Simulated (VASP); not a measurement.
# BP (gw) (I-4m2) in VASP: a series of runs

BP (gw) is run at these levels: PBEsol; tasks: single point.

Program: VASP 6.6.1. These are calculated values, not measurements. Logs are shortened: lines on timing, memory, paths and dates and some standing lists are left out, and cuts for length are marked.

### Step 1. The cell of the first run

Symmetry: I-4m2, No. 119, tetragonal system. Conventional cell: a = 3.164 Å, b = 3.164 Å, c = 4.541 Å, α = 90.00°, β = 90.00°, γ = 90.00°. Within 2.6 Å of B (site symmetry -4m2) lie 4 P at 1.95 Å. P (site symmetry -4m2) has 4 B at 1.95 Å within 2.6 Å.

### Step 2. Single point, PBEsol

The input, INCAR:

```
PREC = Accurate
ENCUT = 500
EDIFF = 1E-6
ISMEAR = 0
SIGMA = 0.01
LREAL = F
LASPH = T
NELM = 120
ALGO = Normal
ISIF = 2
LWAVE = F
LCHARG = F
GGA = PS
NBANDS = 11
GGA_COMPAT = F
```

The input, KPOINTS:

```
Automatic mesh
0
Gamma
  6 6 6
```

The input, POSCAR:

```
BP
1.0
    0.0000000000      2.2375332580      2.2706314750
    2.2375332580      0.0000000000      2.2706314750
    2.2375332580      2.2375332580      0.0000000000
B P
1 1
Direct
    0.0000000000      0.0000000000      0.0000000000
    0.2500000000      0.2500000000      0.2500000000
```

Potentials or basis: VASP PAW PBE potentials, release 64 (B, P).

The run is started by

```console
cat potpaw_PBE.64/B/POTCAR potpaw_PBE.64/P/POTCAR > POTCAR
mpirun -np 1 vasp_std > vasp.out
```

OUTCAR:

```text
PREC = Accurate
   ENCUT = 500
   EDIFF = 1E-6
   ISMEAR = 0
   LREAL = F
   LASPH = T
   NELM = 120
   ISIF = 2
   GGA = PS

 ion  position               nearest neighbor table
   1  0.000  0.000  0.000-   2 1.95   2 1.95   2 1.95   2 1.95
   2  0.250  0.250  0.250-   1 1.95   1 1.95   1 1.95   1 1.95

  LATTYP: Found a body centered tetragonal cell.
 ALAT       =     3.1643498797
 C/A-ratio  =     1.4351330044

  Lattice vectors:

 A1 = (  -2.2375332580,   0.0000000000,   2.2706314750)
 A2 = (   2.2375332580,   0.0000000000,   2.2706314750)
 A3 = (   0.0000000000,   2.2375332580,  -2.2706314750)

Analysis of symmetry for initial positions (statically):
=====================================================================
 Subroutine PRICEL returns:
 Original cell was already a primitive cell.

 Routine SETGRP: Setting up the symmetry group for a
 body centered tetragonal supercell.

 Subroutine GETGRP returns: Found  8 space group operations
 (whereof  8 operations were pure point group operations)
 out of a pool of 16 trial point group operations.

The static configuration has the point symmetry D_2d.

Analysis of symmetry for dynamics (positions and initial velocities):
=====================================================================
 Subroutine PRICEL returns:
 Original cell was already a primitive cell.

 Routine SETGRP: Setting up the symmetry group for a
 body centered tetragonal supercell.

 Subroutine GETGRP returns: Found  8 space group operations
 (whereof  8 operations were pure point group operations)
 out of a pool of 16 trial point group operations.

The dynamic configuration has the point symmetry D_2d.

 Subroutine INISYM returns: Found  8 space group operations
 (whereof  8 operations are pure point group operations),
 and found     1 'primitive' translations

----------------------------------------------------------------------------------------

                                     Primitive cell

  volume of cell :      22.7361

  direct lattice vectors                    reciprocal lattice vectors
     0.000000000  2.237533258  2.270631475    -0.223460366  0.223460366  0.220203060
     2.237533258  0.000000000  2.270631475     0.223460366 -0.223460366  0.220203060
     2.237533258  2.237533258  0.000000000     0.223460366  0.223460366 -0.220203060

  length of vectors
     3.187839766  3.187839766  3.164349880     0.385173283  0.385173283  0.385173283

  position of ions in fractional coordinates (direct lattice)
     0.000000000  0.000000000  0.000000000
     0.250000000  0.250000000  0.250000000

  ion indices of the primitive-cell ions
   primitive index   ion index
                 1           1
                 2           2

----------------------------------------------------------------------------------------

 KPOINTS: Automatic mesh

Automatic generation of k-mesh.
 Grid dimensions read from file:
 generate k-points for:    6    6    6

 Generating k-lattice:

  Cartesian coordinates                     Fractional coordinates (reciprocal lattice)
    -0.037243394  0.037243394  0.036700510     0.166666667  0.000000000  0.000000000
     0.037243394 -0.037243394  0.036700510     0.000000000  0.166666667  0.000000000
     0.037243394  0.037243394 -0.036700510     0.000000000  0.000000000  0.166666667

  Length of vectors
     0.064195547  0.064195547  0.064195547

  Shift w.r.t. Gamma in fractional coordinates (k-lattice)
     0.000000000  0.000000000  0.000000000

 Subroutine IBZKPT returns following result:
 ===========================================

 Found     30 irreducible k-points:

 Following reciprocal coordinates:
            Coordinates               Weight
  0.000000  0.000000  0.000000      1.000000
  0.166667  0.000000  0.000000      8.000000
  0.333333  0.000000  0.000000      8.000000
  0.500000  0.000000  0.000000      4.000000
  0.166667  0.166667  0.000000      2.000000
  0.333333  0.166667  0.000000      8.000000
[... 16 lines left out ...]
  0.333333  0.000000  0.333333      4.000000
  0.500000  0.000000  0.333333     16.000000
 [... further k-points ...]
   k-points           NKPTS =     30   k-points in BZ     NKDIM =     30   number of bands    NBANDS=     11
   number of dos      NEDOS =    301   number of ions     NIONS =      2
   total plane-waves  NPLWV =  13824
   dimension x,y,z NGX =    24 NGY =   24 NGZ =   24
   dimension x,y,z NGXF=    48 NGYF=   48 NGZF=   48
   ions per type =               1   1
   NGX,Y,Z   is equivalent  to a cutoff of  12.52, 12.52, 12.61 a.u.
   NGXF,Y,Z  is equivalent  to a cutoff of  25.03, 25.03, 25.22 a.u.
 SYSTEM =  unknown system
   PREC   = accura    normal or accurate (medium, high low for compatibility)
   ISTART =      0    job   : 0-new  1-cont  2-samecut
   ICHARG =      2    charge: 1-file 2-atom 10-const
   ISPIN  =      1    spin polarized calculation?
   LNONCOLLINEAR =      F non collinear calculations
   LSORBIT =      F    spin-orbit coupling
   LASPH  =      T    aspherical Exc in radial PAW
   ENCUT  =  500.0 eV  36.75 Ry    6.06 a.u.   5.81  5.81  5.77*2*pi/ulx,y,z
   NELM   =    120;   NELMIN=  2; NELMDL= -5     # of ELM steps
   EDIFF  = 0.1E-05   stopping-criterion for ELM
   LREAL  =      F    real-space projection
   EDIFFG = 0.1E-04   stopping-criterion for IOM
   NSW    =      0    number of steps for IOM
   IBRION =     -1    ionic relax: 0-MD 1-quasi-New 2-CG
   NFREE  =      0    steps in history (QN), initial steepest desc. (CG)
   ISIF   =      2    stress and relaxation
   ISYM   =      2    0-nonsym 1-usesym 2-fastsym
   POTIM  = 0.5000    time-step for ionic-motion
   TEBEG  =    0.0;   TEEND  =   0.0 temperature during run
   PSTRESS=    0.0 pullay stress
   NELECT =       8.0000    total number of electrons
   NUPDOWN=      -1.0000    fix difference up-down
   EMIN   =  10.00;   EMAX   =-10.00  energy-range for DOS
   EFERMI =   0.00;   METHOD = LEGACY
   ISMEAR =     0;   SIGMA  =   0.01  broadening in eV -4-tet -1-fermi 0-gaus
   EFERMI_NEDOS =   21; number of points for ismear=-14 and -15
   IALGO  =     38    algorithm
   IMIX   =      4    mixing-type and parameters
     AMIX     =   0.40;   BMIX     =  1.00
     AMIX_MAG =   1.60;   BMIX_MAG =  1.00
  volume/ion in A,a.u.               =      11.37        76.72
  Fermi-wavevector in a.u.,A,eV,Ry     =   1.155756  2.184063 18.174291  1.335773
  Thomas-Fermi vector in A             =   2.292382
   LORBIT       =      0    0 simple, 1 ext, 2 COOP (PROOUT), +10 PAW based schemes
   GGA     = PS    functional components
   LHFCALC =     F    Hartree Fock is set to
   AEXX    =    0.0000 exact exchange contribution
   IVDW    =     0    specifies the selected vdW correction
   LEPSILON=     F    determine dielectric tensor
   LRPA    =     F    only Hartree local field effects (RPA)
 non-spin polarized calculation
 Gauss-broadening in eV      SIGMA  =   0.01
  energy-cutoff  :      500.00
  volume of cell :       22.74
 maximum number of plane-waves:       588
   NGX = 11   NGY = 11   NGZ = 11

 number of electron       8.0000001 magnetization

 Free energy of the ion-electron system (eV)
  ---------------------------------------------------
  ext. energy  EPLUGINS =         0.00000000
  ---------------------------------------------------
  free energy    TOTEN  =       -13.64855968 eV

  energy without entropy =      -13.64855968  energy(sigma->0) =      -13.64855968

 E-fermi :   7.8563     XC(G=0): -11.1585

 val. band max:        7.7870162568   @ k =   0.0000   0.0000   0.0000
 cond. band min:       8.8519317041   @ k =   0.5000   0.0000   0.5000
 fundamental gap:      1.0649154474
 Fermi energy:         7.8563357749

 k-point     1 :       0.0000    0.0000    0.0000
  band No.  band energies     occupation
      1      -8.0086      2.00000
      2       7.6388      2.00000
      3       7.7870      2.00000
      4       7.7870      2.00000
      5      11.1070      0.00000
      6      11.1070      0.00000
      7      11.1871      0.00000
      8      15.4913      0.00000
      9      19.1655      0.00000
     10      19.7293      0.00000
     11      20.1360      0.00000

 k-point     2 :       0.1667    0.0000    0.0000
  band No.  band energies     occupation
      1      -7.4977      2.00000
      2       4.8314      2.00000
      3       6.9879      2.00000
      4       7.1135      2.00000
      5      11.7813      0.00000
      6      12.0534      0.00000
      7      12.0994      0.00000
      8      16.6802      0.00000
      9      18.5405      0.00000
     10      18.7890      0.00000
     11      20.4593      0.00000

 k-point     3 :       0.3333    0.0000    0.0000
  band No.  band energies     occupation
      1      -6.0368      2.00000
      2       0.8386      2.00000
      3       6.1431      2.00000
      4       6.3175      2.00000
      5      11.7057      0.00000
      6      12.5495      0.00000
      7      12.6364      0.00000
      8      17.8434      0.00000
      9      19.6485      0.00000
     10      19.6819      0.00000
     11      21.2651      0.00000

 k-point     4 :       0.5000    0.0000    0.0000
  band No.  band energies     occupation
      1      -4.5520      2.00000
      2      -1.5592      2.00000
      3       5.8387      2.00000
      4       6.0350      2.00000
      5      11.5905      0.00000
      6      12.3665      0.00000
      7      12.4786      0.00000
      8      17.7570      0.00000
      9      22.4127      0.00000
     10      22.4640      0.00000
     11      22.7791      0.00000
[... 239 lines left out ...]
 k-point    22 :      -0.3333    0.5000    0.1667
  band No.  band energies     occupation
      1      -2.8284      2.00000
      2      -0.6816      2.00000
      3       2.2910      2.00000
      4       2.3948      2.00000
      5      11.6162      0.00000
      6      12.3035      0.00000
      7      17.0132      0.00000
      8      17.6371      0.00000
      9      20.7672      0.00000
     10      24.0818      0.00000
     11      24.4134      0.00000

 k-point    23 :       0.3333    0.0000    0.3333
  band No.  band energies     occupation
      1      -5.3218      2.00000
      2       2.1514      2.00000
      3       4.0654      2.00000
      4       4.1054      2.00000
      5       8.9278      0.00000
      6      10.8557      0.00000
      7      17.3161      0.00000
      8      17.7002      0.00000
      9      21.7058      0.00000
     10      22.7077      0.00000
     11      25.1997      0.00000

 k-point    24 :       0.5000    0.0000    0.3333
  band No.  band energies     occupation
      1      -3.7358      2.00000
      2       0.1024      2.00000
      3       2.3613      2.00000
      4       3.8798      2.00000
      5       9.4520      0.00000
      6      11.7339      0.00000
      7      17.7496      0.00000
      8      18.2522      0.00000
      9      21.7135      0.00000
     10      23.0434      0.00000
     11      25.7379      0.00000

 [... further k-points ...]

------------------------ aborting loop because EDIFF is reached ----------------------------------------

  FORCE on cell =-STRESS in cart. coord.  units (eV):
  Direction    XX          YY          ZZ          XY          YZ          ZX
  --------------------------------------------------------------------------------------
  -------------------------------------------------------------------------------------
  Total        0.6053807      0.6053807      0.0396199      0.0000000     -0.0000000      0.0000000
  in kB       42.6602617     42.6602617      2.7919576      0.0000000     -0.0000000      0.0000000
  external PRESSURE =      29.3708270 kB  Pullay stress =       0.0000000 kB

 VOLUME and BASIS-vectors are now :
 -----------------------------------------------------------------------------
  energy-cutoff  :      500.00
  volume of cell :       22.74
      direct lattice vectors                 reciprocal lattice vectors
     0.000000000  2.237533258  2.270631475    -0.223460366  0.223460366  0.220203060
     2.237533258  0.000000000  2.270631475     0.223460366 -0.223460366  0.220203060
     2.237533258  2.237533258  0.000000000     0.223460366  0.223460366 -0.220203060

 POSITION                                       TOTAL-FORCE (eV/Angst)
 -----------------------------------------------------------------------------------
      0.00000      0.00000      0.00000         0.000000      0.000000     -0.000000
      1.11877      1.11877      1.13532        -0.000000     -0.000000      0.000000
 -----------------------------------------------------------------------------------
    total drift:                               -0.000000     -0.000000      0.000000

  FREE ENERGIE OF THE ION-ELECTRON SYSTEM (eV)
  ---------------------------------------------------
  free  energy   TOTEN  =       -13.6485596761 eV

  energy  without entropy=      -13.6485596761  energy(sigma->0) =      -13.64855968
```

Run time: 4.7 s. Hardware: 1 thread of Intel Xeon 6975P-C (Granite Rapids), shared host; peak memory 0.13 GiB.

Results:

```yaml
Free_energy: -13.6486 eV
Pressure: 2.9 GPa
Band_gap_on_the_k_mesh: 1.06 eV, indirect (least direct gap 3.32 eV)
```

Levels at points of the mesh, in eV from the valence-band top:
| k point | band 1 | band 2 | band 3 | band 4 | band 5 | band 6 | band 7 | band 8 | band 9 |
| --- | --- | --- | --- | --- | --- | --- | --- | --- | --- |
| (0.00, 0.00, 0.00) | -15.80 | -0.15 | 0.00 | 0.00 | 3.32 | 3.32 | 3.40 | 7.70 | 11.38 |
| (0.50, 0.00, 0.00) | -12.34 | -9.35 | -1.95 | -1.75 | 3.80 | 4.58 | 4.69 | 9.97 | 14.63 |
| (0.50, 0.50, 0.00) | -10.87 | -8.88 | -4.19 | -4.19 | 1.23 | 1.58 | 12.31 | 12.31 | 15.30 |
| (0.50, 0.00, 0.50) | -10.72 | -8.75 | -4.36 | -4.33 | 1.06 | 1.37 | 12.12 | 12.45 | 15.43 |

Caveat: the PAW data sets were made with another functional, which shifts forces and pressure a little. A hybrid or GW would open this gap; PBEsol tends to underestimate it.

### Step 3. Single point, PBEsol

The input, INCAR:

```
SYSTEM = BP
PREC = Accurate ; ENCUT = 500
EDIFF = 1E-6 ; ISMEAR = 0
SIGMA = 0.01 ; LREAL = .FALSE.
LASPH = .TRUE. ; NELM = 120
ALGO = Normal ; ISIF = 2
LWAVE = .FALSE. ; LCHARG = .FALSE.
GGA = PS ; NBANDS = 11
GGA_COMPAT = .FALSE.
```

The input, KPOINTS:

```
regular mesh
0
G
  6 6 6
  0 0 0
```

POSCAR is that of step 2.

Potentials or basis: VASP PAW PBE potentials, release 64 (B, P).

The run is started by

```console
cat potpaw_PBE.64/B/POTCAR potpaw_PBE.64/P/POTCAR > POTCAR
mpirun -np 1 vasp_std > vasp.out
```

It took 4 s on 1 thread of Intel Xeon 6975P-C (Granite Rapids), shared host; peak memory 0.13 GiB.

The run converged. Its results:

- Free energy: -13.6486 eV
- Pressure: 2.9 GPa
- Band gap on the k mesh: 1.06 eV, indirect (least direct gap 3.32 eV)

Stress tensor (GPa, compression positive):
```
4.27 0.00 0.00
0.00 4.27 0.00
0.00 0.00 0.28
```

Levels at points of the mesh, in eV from the valence-band top:
| k point | band 1 | band 2 | band 3 | band 4 | band 5 | band 6 | band 7 | band 8 |
| --- | --- | --- | --- | --- | --- | --- | --- | --- |
| (0.00, 0.00, 0.00) | -15.80 | -0.15 | 0.00 | 0.00 | 3.32 | 3.32 | 3.40 | 7.70 |
| (0.50, 0.00, 0.00) | -12.34 | -9.35 | -1.95 | -1.75 | 3.80 | 4.58 | 4.69 | 9.97 |
| (0.50, 0.50, 0.00) | -10.87 | -8.88 | -4.19 | -4.19 | 1.23 | 1.58 | 12.31 | 12.31 |
| (0.50, 0.00, 0.50) | -10.72 | -8.75 | -4.36 | -4.33 | 1.06 | 1.37 | 12.12 | 12.45 |

Caveat: the PAW data sets were made with another functional, which shifts forces and pressure a little. PBEsol gaps usually lie below the measured ones, often by a third to a half.
